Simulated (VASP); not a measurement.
# Li2Pd (P6/mmm) in VASP: notebook, part 2 of 2

VASP 6.6.1. Earlier steps stand in the parts before.

### Step 3. Single point, LDA

This run uses another cell than the first one, of 12.88 Å³/atom.

The input, INCAR:

```
PREC = Accurate
ENCUT = 520
EDIFF = 1E-6
ISMEAR = 0
SIGMA = 0.1
LREAL = False
LASPH = True
NELM = 80
ALGO = Normal
ISIF = 2
LWAVE = False
LCHARG = False
GGA = CA
NBANDS = 15
```

The input, KPOINTS:

```
Automatic mesh
0
Gamma
  12 12 16
```

The input, POSCAR:

```
Li2Pd
1.0
    4.1208080089      0.0000000000      0.0000000000
   -2.0604040044      3.5687244198      0.0000000000
    0.0000000000      0.0000000000      2.6267621000
Li Pd
2 1
Direct
    0.3333333333      0.6666666667      0.5000000000
    0.6666666667      0.3333333333      0.5000000000
    0.0000000000      0.0000000000      0.0000000000
```

Potentials or basis: VASP PAW LDA potentials, release 64 (Li_sv, Pd).

Run with:

```console
$ cat potpaw_LDA.64/Li_sv/POTCAR potpaw_LDA.64/Pd/POTCAR > POTCAR
$ mpirun -np 1 vasp_std > vasp.out
```

OUTCAR:

```text
PREC = Accurate
   ENCUT = 520
   EDIFF = 1E-6
   ISMEAR = 0
   LREAL = False
   LASPH = True
   NELM = 80
   ISIF = 2
   GGA = CA

 ion  position               nearest neighbor table
   1  0.333  0.667  0.500-   2 2.38   2 2.38   2 2.38   3 2.72   3 2.72   3 2.72   3 2.72   3 2.72
                             3 2.72
   2  0.667  0.333  0.500-   1 2.38   1 2.38   1 2.38   3 2.72   3 2.72   3 2.72   3 2.72   3 2.72
                             3 2.72
   3  0.000  0.000  0.000-   1 2.72   2 2.72   1 2.72   2 2.72   1 2.72   1 2.72   2 2.72   2 2.72
                             2 2.72   2 2.72   1 2.72   1 2.72

  LATTYP: Found a hexagonal cell.
 ALAT       =     4.1208080089
 C/A-ratio  =     0.6374386029

  Lattice vectors:

 A1 = (   4.1208080089,   0.0000000000,   0.0000000000)
 A2 = (  -2.0604040044,   3.5687244198,   0.0000000000)
 A3 = (   0.0000000000,   0.0000000000,   2.6267621000)

Analysis of symmetry for initial positions (statically):
=====================================================================
 Subroutine PRICEL returns:
 Original cell was already a primitive cell.

 Routine SETGRP: Setting up the symmetry group for a
 hexagonal supercell.

 Subroutine GETGRP returns: Found 24 space group operations
 (whereof 24 operations were pure point group operations)
 out of a pool of 24 trial point group operations.

The static configuration has the point symmetry D_6h.

Analysis of symmetry for dynamics (positions and initial velocities):
=====================================================================
 Subroutine PRICEL returns:
 Original cell was already a primitive cell.

 Routine SETGRP: Setting up the symmetry group for a
 hexagonal supercell.

 Subroutine GETGRP returns: Found 24 space group operations
 (whereof 24 operations were pure point group operations)
 out of a pool of 24 trial point group operations.

The dynamic configuration has the point symmetry D_6h.

 Subroutine INISYM returns: Found 24 space group operations
 (whereof 24 operations are pure point group operations),
 and found     1 'primitive' translations

----------------------------------------------------------------------------------------

                                     Primitive cell

  volume of cell :      38.6292

  direct lattice vectors                    reciprocal lattice vectors
     4.120808009  0.000000000  0.000000000     0.242670854  0.140106083  0.000000000
    -2.060404004  3.568724420  0.000000000     0.000000000  0.280212166  0.000000000
     0.000000000  0.000000000  2.626762100     0.000000000  0.000000000  0.380696828

  length of vectors
     4.120808009  4.120808009  2.626762100     0.280212166  0.280212166  0.380696828

  position of ions in fractional coordinates (direct lattice)
     0.333333333  0.666666667  0.500000000
     0.666666667  0.333333333  0.500000000
     0.000000000  0.000000000  0.000000000

  ion indices of the primitive-cell ions
   primitive index   ion index
                 1           1
                 2           2
                 3           3

----------------------------------------------------------------------------------------

 KPOINTS: Automatic mesh

Automatic generation of k-mesh.
 Grid dimensions read from file:
 generate k-points for:   12   12   16
[... 48 lines left out ...]
   total plane-waves  NPLWV =  20480
   dimension x,y,z NGX =    32 NGY =   32 NGZ =   20
   dimension x,y,z NGXF=    64 NGYF=   64 NGZF=   40
   ions per type =               2   1
   NGX,Y,Z   is equivalent  to a cutoff of  12.91, 12.91, 12.66 a.u.
   NGXF,Y,Z  is equivalent  to a cutoff of  25.82, 25.82, 25.32 a.u.
 SYSTEM =  unknown system
   PREC   = accura    normal or accurate (medium, high low for compatibility)
   ISTART =      0    job   : 0-new  1-cont  2-samecut
   ICHARG =      2    charge: 1-file 2-atom 10-const
   ISPIN  =      1    spin polarized calculation?
   LNONCOLLINEAR =      F non collinear calculations
   LSORBIT =      F    spin-orbit coupling
   LASPH  =      T    aspherical Exc in radial PAW
   ENCUT  =  520.0 eV  38.22 Ry    6.18 a.u.   7.66  7.66  4.88*2*pi/ulx,y,z
   NELM   =     80;   NELMIN=  2; NELMDL= -5     # of ELM steps
   EDIFF  = 0.1E-05   stopping-criterion for ELM
   LREAL  =      F    real-space projection
   EDIFFG = 0.1E-04   stopping-criterion for IOM
   NSW    =      0    number of steps for IOM
   IBRION =     -1    ionic relax: 0-MD 1-quasi-New 2-CG
   NFREE  =      0    steps in history (QN), initial steepest desc. (CG)
   ISIF   =      2    stress and relaxation
   ISYM   =      2    0-nonsym 1-usesym 2-fastsym
   POTIM  = 0.5000    time-step for ionic-motion
   TEBEG  =    0.0;   TEEND  =   0.0 temperature during run
   PSTRESS=    0.0 pullay stress
   NELECT =      16.0000    total number of electrons
   NUPDOWN=      -1.0000    fix difference up-down
   EMIN   =  10.00;   EMAX   =-10.00  energy-range for DOS
   EFERMI =   0.00;   METHOD = LEGACY
   ISMEAR =     0;   SIGMA  =   0.10  broadening in eV -4-tet -1-fermi 0-gaus
   EFERMI_NEDOS =   21; number of points for ismear=-14 and -15
   IALGO  =     38    algorithm
   IMIX   =      4    mixing-type and parameters
     AMIX     =   0.40;   BMIX     =  1.00
     AMIX_MAG =   1.60;   BMIX_MAG =  1.00
  volume/ion in A,a.u.               =      12.88        86.89
  Fermi-wavevector in a.u.,A,eV,Ry     =   1.220327  2.306083 20.261759  1.489197
  Thomas-Fermi vector in A             =   2.355548
   LORBIT       =      0    0 simple, 1 ext, 2 COOP (PROOUT), +10 PAW based schemes
   GGA     = CA    functional components
   LHFCALC =     F    Hartree Fock is set to
   AEXX    =    0.0000 exact exchange contribution
   IVDW    =     0    specifies the selected vdW correction
   LEPSILON=     F    determine dielectric tensor
   LRPA    =     F    only Hartree local field effects (RPA)
 non-spin polarized calculation
 Gauss-broadening in eV      SIGMA  =   0.10
  energy-cutoff  :      520.00
  volume of cell :       38.63
 maximum number of plane-waves:      1078
 NGX is ok and might be reduce to    32
   NGX = 15   NGY = 15   NGZ =  9

 number of electron      16.0000002 magnetization

 Free energy of the ion-electron system (eV)
  ---------------------------------------------------
  ext. energy  EPLUGINS =         0.00000000
  ---------------------------------------------------
  free energy    TOTEN  =       -11.70742149 eV

  energy without entropy =      -11.70543303  energy(sigma->0) =      -11.70642726

 E-fermi :   5.1636     XC(G=0): -10.4917

 val. band max:        5.1394040168   @ k =   0.3333  -0.0000   0.0000
 cond. band min:       5.2199876250   @ k =   0.4167   0.0000   0.1875
 fundamental gap:      0.0805836082
 Fermi energy:         5.1636107200

 k-point     1 :       0.0000    0.0000    0.0000
  band No.  band energies     occupation
      1     -39.6769      2.00000
      2     -39.5408      2.00000
      3      -0.3053      2.00000
      4       1.0435      2.00000
      5       1.8761      2.00000
      6       1.8761      2.00000
      7       4.0362      2.00000
      8       4.0362      2.00000
      9       9.3430      0.00000
     10       9.3430      0.00000
     11      10.9008      0.00000
     12      10.9008      0.00000
     13      14.7010      0.00000
     14      16.2288      0.00000
[... 401 lines left out ...]
      2     -39.5683      2.00000
      3       0.3024      2.00000
      4       1.4338      2.00000
      5       2.1515      2.00000
      6       2.4799      2.00000
      7       3.7690      2.00000
      8       3.8352      2.00000
      9       5.3345      0.01568
     10       6.6651      0.00000
     11      12.6034      0.00000
     12      15.5144      0.00000
     13      16.5111      0.00000
     14      17.8249      0.00000
     15      20.1396      0.00000

 [... further k-points ...]

------------------------ aborting loop because EDIFF is reached ----------------------------------------

  FORCE on cell =-STRESS in cart. coord.  units (eV):
  Direction    XX          YY          ZZ          XY          YZ          ZX
  --------------------------------------------------------------------------------------
  -------------------------------------------------------------------------------------
  Total        0.0056187      0.0056187      0.0088349      0.0000000     -0.0000000      0.0000000
  in kB        0.2330399      0.2330399      0.3664347      0.0000000     -0.0000000      0.0000000
  external PRESSURE =       0.2775049 kB  Pullay stress =       0.0000000 kB

 VOLUME and BASIS-vectors are now :
 -----------------------------------------------------------------------------
  energy-cutoff  :      520.00
  volume of cell :       38.63
      direct lattice vectors                 reciprocal lattice vectors
     4.120808009  0.000000000  0.000000000     0.242670854  0.140106083  0.000000000
    -2.060404004  3.568724420  0.000000000     0.000000000  0.280212166  0.000000000
     0.000000000  0.000000000  2.626762100     0.000000000  0.000000000  0.380696828

 POSITION                                       TOTAL-FORCE (eV/Angst)
 -----------------------------------------------------------------------------------
     -0.00000      2.37915      1.31338         0.000000      0.000000     -0.000000
      2.06040      1.18957      1.31338        -0.000000      0.000000      0.000000
      0.00000      0.00000      0.00000         0.000000      0.000000      0.000000
 -----------------------------------------------------------------------------------
    total drift:                                0.000000     -0.000000     -0.000000

  FREE ENERGIE OF THE ION-ELECTRON SYSTEM (eV)
  ---------------------------------------------------
  free  energy   TOTEN  =       -11.7074214933 eV

  energy  without entropy=      -11.7054330290  energy(sigma->0) =      -11.70642726
```

OSZICAR:

```text
N       E                     dE             d eps       ncg     rms          rms(c)
DAV:   1     0.774709868513E+02    0.77471E+02   -0.71196E+03  5154   0.110E+03
DAV:   2    -0.449588854122E+01   -0.81967E+02   -0.74264E+02  6194   0.243E+02
DAV:   3    -0.120675953230E+02   -0.75717E+01   -0.74172E+01  9777   0.495E+01
DAV:   4    -0.121760516462E+02   -0.10846E+00   -0.10840E+00  5823   0.846E+00
DAV:   5    -0.121778583724E+02   -0.18067E-02   -0.18067E-02  7385   0.809E-01    0.592E+00
DAV:   6    -0.118874947480E+02    0.29036E+00   -0.20936E+00  5732   0.143E+01    0.233E+00
DAV:   7    -0.117214672276E+02    0.16603E+00   -0.33822E-01  5585   0.588E+00    0.815E-01
DAV:   8    -0.117088461139E+02    0.12621E-01   -0.14505E-02  7465   0.760E-01    0.347E-01
DAV:   9    -0.117073921430E+02    0.14540E-02   -0.56092E-03  6787   0.660E-01    0.838E-02
DAV:  10    -0.117074247662E+02   -0.32623E-04   -0.13184E-04  6604   0.105E-01    0.187E-02
DAV:  11    -0.117074215856E+02    0.31806E-05   -0.17909E-05  6891   0.425E-02    0.240E-03
DAV:  12    -0.117074214933E+02    0.92297E-07   -0.39275E-07  4658   0.625E-03
   1 F= -.11707421E+02 E0= -.11706427E+02  d E =-.198846E-02
```

stdout:

```text
POSCAR found type information on POSCAR LiPd
 POSCAR found :  2 types and       3 ions
 scaLAPACK will be used
 LDA part: xc-table for (Slater(with rela. corr.)+CA(PZ))
 , standard interpolation
 POSCAR, INCAR and KPOINTS ok, starting setup
 FFT: planning ... GRIDC
 FFT: planning ... GRID_SOFT
 FFT: planning ... GRID
 WAVECAR not read
 entering main loop
```

Run time: 98 s. Hardware: 1 thread of Oxide Virtual Turin-like, shared host; peak memory 0.18 GiB.

Results:

```yaml
Free_energy: -11.7074 eV
Band_gap_on_the_k_mesh: zero (bands 8 and 9 overlap by 2.56 eV)
```

Caveat: the cutoff is under 1.25 times the usual one of these potentials, so pressure, stress and relaxed cells hold a basis-set (Pulay) error.

### Step 4. Single point, LDA

This run uses another cell than the first one, of 12.89 Å³/atom.

The input, INCAR:

```
SYSTEM = Li2Pd
PREC = Accurate ; ENCUT = 520
EDIFF = 1E-6 ; ISMEAR = -1
SIGMA = 0.15 ; LREAL = .FALSE.
LASPH = .TRUE. ; NELM = 60
ALGO = Normal ; ISIF = 2
LWAVE = .FALSE. ; LCHARG = .TRUE.
GGA = CA ; LELF = .TRUE.
LVHAR = .TRUE. ; NBANDS = 15
```

The input, KPOINTS:

```
regular mesh
0
G
  12 12 16
  0 0 0
```

The input, POSCAR:

```
Li2Pd
1.0
    4.1214713017      0.0000000000      0.0000000000
   -2.0607356508      3.5692988483      0.0000000000
    0.0000000000      0.0000000000      2.6291363810
Li Pd
2 1
Direct
    0.3333333333      0.6666666667      0.5000000000
    0.6666666667      0.3333333333      0.5000000000
    0.0000000000      0.0000000000      0.0000000000
```

Run with:

```console
$ cat potpaw_LDA.64/Li_sv/POTCAR potpaw_LDA.64/Pd/POTCAR > POTCAR
$ mpirun -np 1 vasp_std > vasp.out
```

Run time: 1.9 min. Hardware: 1 thread of Oxide Virtual Turin-like, shared host; peak memory 0.18 GiB.

The run converged. Its results:

```yaml
Free_energy: -11.7289 eV
Band_gap_on_the_k_mesh: zero (bands 8 and 9 overlap by 2.56 eV)
```

Levels at points of the mesh, in eV from the Fermi level:
| k point | band 4 | band 5 | band 6 | band 7 | band 8 | band 9 | band 10 | band 11 | band 12 | band 13 |
| --- | --- | --- | --- | --- | --- | --- | --- | --- | --- | --- |
| (0.00, 0.00, 0.00) | -4.08 | -3.25 | -3.25 | -1.10 | -1.10 | 4.21 | 4.21 | 5.77 | 5.77 | 9.56 |
| (0.50, 0.00, 0.00) | -3.64 | -2.39 | -1.98 | -1.75 | -1.20 | -1.12 | 0.67 | 7.57 | 12.86 | 13.03 |
| (0.00, 0.00, 0.50) | -3.55 | -3.47 | -2.28 | -2.28 | 0.89 | 1.99 | 6.69 | 6.69 | 7.47 | 11.07 |
| (0.50, 0.00, 0.50) | -3.77 | -2.77 | -1.91 | -1.17 | 0.60 | 1.35 | 4.18 | 7.33 | 7.35 | 7.65 |

Caveat: the cutoff is under 1.25 times the usual one of these potentials, so pressure, stress and relaxed cells hold a basis-set (Pulay) error.

### Step 5. The runs side by side

| cell | smearing | gap on the mesh (eV) |
| --- | --- | --- |
| a = 4.087, b = 4.087, c = 2.620 Å, angles 90.0, 90.0, 120.0°, 3 atoms | fermi-dirac 0.15 eV | none |
| a = 4.121, b = 4.121, c = 2.627 Å, angles 90.0, 90.0, 120.0°, 3 atoms | gaussian 0.1 eV | none |
| a = 4.121, b = 4.121, c = 2.629 Å, angles 90.0, 90.0, 120.0°, 3 atoms | fermi-dirac 0.15 eV | none |

Alike in all rows: task single point; level LDA; potentials or basis VASP PAW LDA potentials, release 64 (Li_sv, Pd); no spin polarisation; k mesh 12 × 12 × 16; cutoff (eV) 520.

Caveats: the cutoff is under 1.25 times the usual one of these potentials, so pressure, stress and relaxed cells hold a basis-set (Pulay) error.

Total energies depend on the potentials used, so only differences within one code and one set of settings carry meaning.

The gap in the log of VASP goes by the Fermi energy; the results here count the filled bands.